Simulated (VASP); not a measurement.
## Fe: single point with LDA

Crystal: Fe.

```xyz
1
Lattice="-1.3498 1.3498 1.3498 1.3498 -1.3498 1.3498 1.3498 1.3498 -1.3498" Properties=species:S:1:pos:R:3 pbc="T T T"
Fe    0.0000    0.0000    0.0000
```

```
Program                : VASP 6.6.1
Task                   : single point
Functional             : LDA
Potentials or basis    : VASP PAW LDA potentials, release 64 (Fe)
Cutoff                 : 600 eV
k mesh                 : 16 × 16 × 16
Occupations            : gaussian, width 0.2 eV
Spin                   : no spin polarisation
Dipole correction      : no
Further INCAR settings : ALGO = Normal; EDIFF = 1e-06; NBANDS = 10
```

The pressure is -0.7 GPa. The band gap on the k mesh is zero (band 4 reaches 8.50 eV, above the bottom of band 5 at 6.21 eV).

Levels at points of the mesh, in eV from the Fermi level:
```csv
k point,band 1,band 2,band 3,band 4,band 5,band 6,band 7,band 8,band 9
"(0.00, 0.00, 0.00)",-9.22,-1.96,-1.96,-1.96,-0.07,-0.07,26.36,26.36,26.36
"(0.50, 0.00, 0.00)",-5.32,-3.40,-0.07,0.21,0.57,1.52,9.25,19.60,22.70
"(0.50, 0.50, 0.50)",-5.14,-5.14,1.17,1.17,1.17,11.08,11.08,11.08,17.71
```

Wall time 6.9 s on 1 thread of Intel(R) Xeon(R) 6975P-C (Granite Rapids), with other jobs on the host, peak memory 0.13 GiB.

Caveat: the run has no spin polarisation, though such a crystal can be magnetic. Spin polarisation is off, so any magnetic state and its effect on volume and gap are missing.
